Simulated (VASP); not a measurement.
# Al (Im-3m) in VASP: single point with r2SCAN

Aim: the single point of Al with r2SCAN.

All numbers are computed with VASP 6.6.1; they aren't measurements. Logs are shortened: lines on timing, memory, paths and dates and some standing lists are left out, and cuts for length are marked.

## (1) The cell of the first run

It takes space group Im-3m (No. 229, cubic). Conventional cell: a = 3.089 Å, b = 3.089 Å, c = 3.089 Å, α = 90.00°, β = 90.00°, γ = 90.00°. Within 3.5 Å of Al (site symmetry m-3m) lie 14 Al at 2.68 to 3.09 Å.

## (2) Single point, r2SCAN

POSCAR

```
Al
1.0
   -1.5445850000      1.5445850000      1.5445850000
    1.5445850000     -1.5445850000      1.5445850000
    1.5445850000      1.5445850000     -1.5445850000
Al
1
Direct
    0.0000000000      0.0000000000      0.0000000000
```

INCAR.step1

```
PREC     = Accurate       # precision mode
ENCUT    = 550            # plane-wave cutoff, eV
ISMEAR   = -1             # smearing method
SIGMA    = 0.0494         # smearing width, eV
LREAL    = False          # projectors in reciprocal space
LASPH    = True           # aspherical terms in the spheres
NELM     = 120            # most SCF steps
NBANDS   = 8              # bands
GGA      = PE             # functional
ALGO     = Normal         # electronic algorithm
EDIFF    = 1E-5           # SCF threshold, eV
LWAVE    = True           # write WAVECAR
LCHARG   = False          # write CHGCAR
GGA_COMPAT= False
```

INCAR.step2

```
PREC     = Accurate       # precision mode
ENCUT    = 550            # plane-wave cutoff, eV
EDIFF    = 1E-6           # SCF threshold, eV
ISMEAR   = -1             # smearing method
SIGMA    = 0.0494         # smearing width, eV
LREAL    = False          # projectors in reciprocal space
LASPH    = True           # aspherical terms in the spheres
NELM     = 120            # most SCF steps
ALGO     = Normal         # electronic algorithm
ISIF     = 2              # what is computed and relaxed
LWAVE    = False          # write WAVECAR
LCHARG   = False          # write CHGCAR
METAGGA  = R2SCAN         # meta-GGA
LMIXTAU  = True         
NBANDS   = 8              # bands
ISTART   = 1            
GGA_COMPAT= False
```

KPOINTS

```
Automatic mesh
0
Gamma
  15 15 15
```

Potentials or basis: VASP PAW PBE potentials, release 64 (Al).

Started as:

```
> cat potpaw_PBE.64/Al/POTCAR > POTCAR
> cp INCAR.step1 INCAR
> mpirun -np 1 vasp_std > vasp.out
> cp INCAR.step2 INCAR
> mpirun -np 1 vasp_std > vasp.out
```

OUTCAR:

```text
PREC = Accurate
   ENCUT = 550
   EDIFF = 1E-6
   ISMEAR = -1
   LREAL = False
   LASPH = True
   NELM = 120
   ISIF = 2
   METAGGA = R2SCAN
   ISTART = 1

 ion  position               nearest neighbor table
   1  0.000  0.000  0.000-

  LATTYP: Found a body centered cubic cell.
 ALAT       =     3.0891700000

  Lattice vectors:

 A1 = (  -1.5445850000,   1.5445850000,   1.5445850000)
 A2 = (   1.5445850000,  -1.5445850000,   1.5445850000)
 A3 = (   1.5445850000,   1.5445850000,  -1.5445850000)

Analysis of symmetry for initial positions (statically):
=====================================================================
 Subroutine PRICEL returns:
 Original cell was already a primitive cell.

 Routine SETGRP: Setting up the symmetry group for a
 body centered cubic supercell.

 Subroutine GETGRP returns: Found 48 space group operations
 (whereof 48 operations were pure point group operations)
 out of a pool of 48 trial point group operations.

The static configuration has the point symmetry O_h .

Analysis of symmetry for dynamics (positions and initial velocities):
=====================================================================
 Subroutine PRICEL returns:
 Original cell was already a primitive cell.

 Routine SETGRP: Setting up the symmetry group for a
 body centered cubic supercell.

 Subroutine GETGRP returns: Found 48 space group operations
 (whereof 48 operations were pure point group operations)
 out of a pool of 48 trial point group operations.

The dynamic configuration has the point symmetry O_h .

 Subroutine INISYM returns: Found 48 space group operations
 (whereof 48 operations are pure point group operations),
 and found     1 'primitive' translations

----------------------------------------------------------------------------------------

                                     Primitive cell

  volume of cell :      14.7399

  direct lattice vectors                    reciprocal lattice vectors
    -1.544585000  1.544585000  1.544585000     0.000000000  0.323711547  0.323711547
     1.544585000 -1.544585000  1.544585000     0.323711547  0.000000000  0.323711547
     1.544585000  1.544585000 -1.544585000     0.323711547  0.323711547  0.000000000

  length of vectors
     2.675299697  2.675299697  2.675299697     0.457797260  0.457797260  0.457797260

  position of ions in fractional coordinates (direct lattice)
     0.000000000  0.000000000  0.000000000

  ion indices of the primitive-cell ions
   primitive index   ion index
                 1           1

----------------------------------------------------------------------------------------

 KPOINTS: Automatic mesh

Automatic generation of k-mesh.
 Grid dimensions read from file:
 generate k-points for:   15   15   15

 Generating k-lattice:

  Cartesian coordinates                     Fractional coordinates (reciprocal lattice)
     0.000000000  0.021580770  0.021580770     0.066666667  0.000000000  0.000000000
     0.021580770  0.000000000  0.021580770     0.000000000  0.066666667  0.000000000
     0.021580770  0.021580770  0.000000000     0.000000000  0.000000000  0.066666667

  Length of vectors
     0.030519817  0.030519817  0.030519817

  Shift w.r.t. Gamma in fractional coordinates (k-lattice)
     0.000000000  0.000000000  0.000000000

 Subroutine IBZKPT returns following result:
 ===========================================

 Found    120 irreducible k-points:

 Following reciprocal coordinates:
            Coordinates               Weight
  0.000000  0.000000  0.000000      1.000000
  0.066667  0.000000  0.000000     12.000000
  0.133333  0.000000  0.000000     12.000000
  0.200000  0.000000  0.000000     12.000000
  0.266667  0.000000  0.000000     12.000000
  0.333333  0.000000  0.000000     12.000000
[... 16 lines left out ...]
  0.333333  0.200000 -0.000000     48.000000
  0.400000  0.200000  0.000000     24.000000
 [... further k-points ...]
   k-points           NKPTS =    120   k-points in BZ     NKDIM =    120   number of bands    NBANDS=      8
   number of dos      NEDOS =    301   number of ions     NIONS =      1
   total plane-waves  NPLWV =   8000
   dimension x,y,z NGX =    20 NGY =   20 NGZ =   20
   dimension x,y,z NGXF=    40 NGYF=   40 NGZF=   40
   ions per type =               1
   NGX,Y,Z   is equivalent  to a cutoff of  12.43, 12.43, 12.43 a.u.
   NGXF,Y,Z  is equivalent  to a cutoff of  24.86, 24.86, 24.86 a.u.
 SYSTEM =  unknown system
   PREC   = accura    normal or accurate (medium, high low for compatibility)
   ISTART =      1    job   : 0-new  1-cont  2-samecut
   ICHARG =      0    charge: 1-file 2-atom 10-const
   ISPIN  =      1    spin polarized calculation?
   LNONCOLLINEAR =      F non collinear calculations
   LSORBIT =      F    spin-orbit coupling
   LASPH  =      T    aspherical Exc in radial PAW
   ENCUT  =  550.0 eV  40.42 Ry    6.36 a.u.   5.12  5.12  5.12*2*pi/ulx,y,z
   NELM   =    120;   NELMIN=  2; NELMDL=  0     # of ELM steps
   EDIFF  = 0.1E-05   stopping-criterion for ELM
   LREAL  =      F    real-space projection
   EDIFFG = 0.1E-04   stopping-criterion for IOM
   NSW    =      0    number of steps for IOM
   IBRION =     -1    ionic relax: 0-MD 1-quasi-New 2-CG
   NFREE  =      0    steps in history (QN), initial steepest desc. (CG)
   ISIF   =      2    stress and relaxation
   ISYM   =      2    0-nonsym 1-usesym 2-fastsym
   POTIM  = 0.5000    time-step for ionic-motion
   TEBEG  =    0.0;   TEEND  =   0.0 temperature during run
   PSTRESS=    0.0 pullay stress
   NELECT =       3.0000    total number of electrons
   NUPDOWN=      -1.0000    fix difference up-down
   EMIN   =  10.00;   EMAX   =-10.00  energy-range for DOS
   EFERMI =   0.00;   METHOD = LEGACY
   ISMEAR =    -1;   SIGMA  =   0.05  broadening in eV -4-tet -1-fermi 0-gaus
   EFERMI_NEDOS =   21; number of points for ismear=-14 and -15
   IALGO  =     38    algorithm
   IMIX   =      4    mixing-type and parameters
     AMIX     =   0.40;   BMIX     =  1.00
     AMIX_MAG =   1.60;   BMIX_MAG =  1.00
  volume/ion in A,a.u.               =      14.74        99.47
  Fermi-wavevector in a.u.,A,eV,Ry     =   0.962979  1.819766 12.617068  0.927328
  Thomas-Fermi vector in A             =   2.092485
   LORBIT       =      0    0 simple, 1 ext, 2 COOP (PROOUT), +10 PAW based schemes
   METAGGA = R2SCAN    functional components
   LHFCALC =     F    Hartree Fock is set to
   AEXX    =    0.0000 exact exchange contribution
   IVDW    =     0    specifies the selected vdW correction
   LEPSILON=     F    determine dielectric tensor
   LRPA    =     F    only Hartree local field effects (RPA)
 non-spin polarized calculation
  energy-cutoff  :      550.00
  volume of cell :       14.74
 maximum number of plane-waves:       444
   NGX = 11   NGY = 11   NGZ = 11

 number of electron       3.0000000 magnetization

 Free energy of the ion-electron system (eV)
  ---------------------------------------------------
  ext. energy  EPLUGINS =         0.00000000
  ---------------------------------------------------
  free energy    TOTEN  =        -6.59084633 eV

  energy without entropy =       -6.58872144  energy(sigma->0) =       -6.58978388

 E-fermi :   9.2843     XC(G=0): -11.3406

 val. band max:        9.2378416886   @ k =  -0.4000   0.4000   0.2000
 cond. band min:       9.4015296565   @ k =   0.3333   0.0667   0.0000
 fundamental gap:      0.1636879679
 Fermi energy:         9.2842750016

 k-point     1 :       0.0000    0.0000    0.0000
  band No.  band energies     occupation
      1      -3.4188      2.00000
      2      24.0181      0.00000
      3      24.0181      0.00000
      4      24.0182      0.00000
      5      27.0306      0.00000
      6      27.0306      0.00000
      7      27.0306      0.00000
      8      27.4441      0.00000

 k-point     2 :       0.0667    0.0000    0.0000
  band No.  band energies     occupation
      1      -3.2726      2.00000
      2      22.5087      0.00000
      3      23.3535      0.00000
      4      23.4068      0.00000
      5      25.8932      0.00000
      6      26.3393      0.00000
      7      27.3772      0.00000
      8      27.9333      0.00000

 k-point     3 :       0.1333    0.0000    0.0000
  band No.  band energies     occupation
      1      -2.8352      2.00000
      2      19.5248      0.00000
      3      22.1871      0.00000
      4      22.2360      0.00000
      5      24.4970      0.00000
      6      25.4864      0.00000
      7      27.9124      0.00000
      8      28.3839      0.00000

 k-point     4 :       0.2000    0.0000    0.0000
  band No.  band energies     occupation
      1      -2.1094      2.00000
      2      16.3964      0.00000
      3      20.9522      0.00000
      4      21.2030      0.00000
      5      23.2694      0.00000
      6      24.6875      0.00000
      7      28.7181      0.00000
      8      28.9399      0.00000

 k-point     5 :       0.2667    0.0000    0.0000
  band No.  band energies     occupation
      1      -1.1003      2.00000
      2      13.4036      0.00000
      3      19.8950      0.00000
      4      20.3541      0.00000
      5      22.2712      0.00000
      6      23.9350      0.00000
      7      29.6771      0.00000
      8      29.7874      0.00000

 k-point     6 :       0.3333    0.0000    0.0000
  band No.  band energies     occupation
      1       0.1846      2.00000
      2      10.6145      0.00000
      3      19.0778      0.00000
      4      19.7123      0.00000
      5      21.5182      0.00000
      6      23.3008      0.00000
      7      30.5837      0.00000
      8      31.1100      0.00000

 k-point     7 :       0.4000    0.0000    0.0000
  band No.  band energies     occupation
      1       1.7325      2.00000
      2       8.0596      2.00000
      3      18.5249      0.00000
      4      19.2835      0.00000
      5      21.0153      0.00000
      6      22.8457      0.00000
      7      31.5878      0.00000
      8      32.6385      0.00000
[... 133 lines left out ...]
 k-point    20 :       0.4000    0.1333    0.0000
  band No.  band energies     occupation
      1       3.8960      2.00000
      2       6.2059      2.00000
      3      14.2397      0.00000
      4      18.4042      0.00000
      5      22.7188      0.00000
      6      26.3965      0.00000
      7      30.3728      0.00000
      8      32.8227      0.00000

 k-point    21 :       0.2000    0.2000    0.0000
  band No.  band energies     occupation
      1       0.4685      2.00000
      2      12.3210      0.00000
      3      13.5008      0.00000
      4      19.0341      0.00000
      5      24.6093      0.00000
      6      25.7594      0.00000
      7      30.6854      0.00000
      8      30.9408      0.00000

 k-point    22 :       0.2667    0.2000    0.0000
  band No.  band energies     occupation
      1       1.8750      2.00000
      2      10.0787      0.00000
      3      12.4391      0.00000
      4      18.4369      0.00000
      5      24.4491      0.00000
      6      26.5109      0.00000
      7      30.2775      0.00000
      8      32.6958      0.00000

 k-point    23 :       0.3333    0.2000   -0.0000
  band No.  band energies     occupation
      1       3.5258      2.00000
      2       7.7496      2.00000
      3      11.9712      0.00000
      4      18.0708      0.00000
      5      24.1710      0.00000
      6      27.6634      0.00000
      7      29.7608      0.00000
      8      32.7024      0.00000

 k-point    24 :       0.4000    0.2000    0.0000
  band No.  band energies     occupation
      1       5.0171      2.00000
      2       6.0229      2.00000
      3      11.8234      0.00000
      4      17.9477      0.00000
      5      24.0664      0.00000
      6      28.4936      0.00000
      7      29.2791      0.00000
      8      32.2950      0.00000

 [... further k-points ...]
[... 5 lines left out ...]
  --------------------------------------------------------------------------------------
  -------------------------------------------------------------------------------------
  Total        0.8445372      0.8445372      0.8445372      0.0000000      0.0000000     -0.0000000
  in kB       91.7981488     91.7981488     91.7981488      0.0000000      0.0000000     -0.0000000
  external PRESSURE =      91.7981488 kB  Pullay stress =       0.0000000 kB

 VOLUME and BASIS-vectors are now :
 -----------------------------------------------------------------------------
  energy-cutoff  :      550.00
  volume of cell :       14.74
      direct lattice vectors                 reciprocal lattice vectors
    -1.544585000  1.544585000  1.544585000     0.000000000  0.323711547  0.323711547
     1.544585000 -1.544585000  1.544585000     0.323711547  0.000000000  0.323711547
     1.544585000  1.544585000 -1.544585000     0.323711547  0.323711547  0.000000000

 POSITION                                       TOTAL-FORCE (eV/Angst)
 -----------------------------------------------------------------------------------
      0.00000      0.00000      0.00000         0.000000      0.000000      0.000000
 -----------------------------------------------------------------------------------
    total drift:                                0.000000      0.000000      0.000000

  FREE ENERGIE OF THE ION-ELECTRON SYSTEM (eV)
  ---------------------------------------------------
  free  energy   TOTEN  =        -6.5908463274 eV

  energy  without entropy=       -6.5887214407  energy(sigma->0) =       -6.58978388
```

Wall time 22 s (1 thread of Intel Xeon 6975P-C, shared host); peak memory 0.12 GiB.

Results:

```
Free energy : -6.5908 eV
Pressure    : 9.2 GPa
```

Caveat: the PAW data sets were made with another functional, which shifts forces and pressure a little.
